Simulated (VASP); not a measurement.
The system is Nb.

```
CELL_PARAMETERS angstrom
0.00000 2.07912 2.07912
2.07912 0.00000 2.07912
2.07912 2.07912 0.00000
ATOMIC_POSITIONS crystal
Nb 0.00000 0.00000 0.00000
```

This isn't the form of Nb at room conditions, which is bcc.

```yaml
Program: VASP 6.6.1
Task: relaxation of cell and atoms
Functional: r2SCAN
Potentials_or_basis: VASP PAW PBE potentials, release 64 (Nb_sv)
Cutoff: 600 eV
k_mesh: 13 × 13 × 13
Occupations: fermi-dirac, width 0.1 eV
Spin: no spin polarisation
```

At the start: pressure 7.2 GPa; volume 17.98 Å³/atom.

**Question.** How do energy, volume and symmetry change on relaxing?

**Answer.** Over 4 steps the energy falls by 15.6 meV/atom and the volume is 18.69 Å³/atom (+4.0 %); space group Fm-3m (No. 225, to 0.1 Å) before and after.

Step by step:
| step | energy change (eV) | largest force (eV/Å) | pressure (GPa) | volume (Å³) |
| --- | --- | --- | --- | --- |
| 1 | 0.0000 | 0.0000 | 7.17 | 17.98 |
| 2 | 0.0380 | 0.0000 | -11.12 | 20.15 |
| 3 | -0.0156 | 0.0000 | -0.15 | 18.71 |
| 4 | -0.0156 | 0.0000 | -0.01 | 18.69 |

Final structure:
```yaml
crystal:
  lattice:
    - [0.00000, 2.10650, 2.10650]
    - [2.10650, 0.00000, 2.10650]
    - [2.10650, 2.10650, 0.00000]
  atoms:
    - { symbol: Nb, position: [0.00000, 0.00000, 0.00000] }
```

Caveat: the PAW data sets were made with another functional, which shifts forces and pressure a little.
